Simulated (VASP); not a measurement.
Input of a VASP 6.6.1 run:

File INCAR:

```
PREC = Accurate ; ENCUT = 520
EDIFF = 1E-7 ; ISMEAR = 0
SIGMA = 0.05 ; LREAL = F
LASPH = T ; NELM = 150
ALGO = Normal ; ISIF = 2
LWAVE = F ; LCHARG = F
ISPIN = 2 ; MAGMOM = 0.2 0.2 0.2 0.2 0.2 0.2
LORBIT = 11 ; GGA = PE
NBANDS = 47
```

Contents of KPOINTS:

```
regular mesh
0
Gamma
  4 4 4
```

POSCAR

```
Pb2O
1.0
    5.3800003225      0.0000000000      0.0000000000
    0.0000000000      5.3800003225      0.0000000000
    0.0000000000      0.0000000000      5.3800003225
Pb O
4 2
Direct
    0.2500000000      0.2500000000      0.2500000000
    0.7500000000      0.7500000000      0.2500000000
    0.2500000000      0.7500000000      0.7500000000
    0.7500000000      0.2500000000      0.7500000000
    0.0000000000      0.0000000000      0.0000000000
    0.5000000000      0.5000000000      0.5000000000
```

Potentials or basis: VASP PAW PBE potentials, release 64 (Pb_d, O).

The run is started by

```console
$ cat potpaw_PBE.64/Pb_d/POTCAR potpaw_PBE.64/O/POTCAR > POTCAR
$ mpirun -np 1 vasp_std > vasp.out
```

**Question.** Predict the band gap on the k mesh.

**Answer.** Zero (filled and empty bands overlap).

**Question.** Estimate the net moment.

**Answer.** 0.00 μB per cell.

**Question.** Predict the pressure.

**Answer.** 2.7 GPa.

Caveat: semilocal functionals underestimate gaps, so a narrow gap can read as zero; spin-orbit coupling is left out, which moves the levels of the heavy elements.
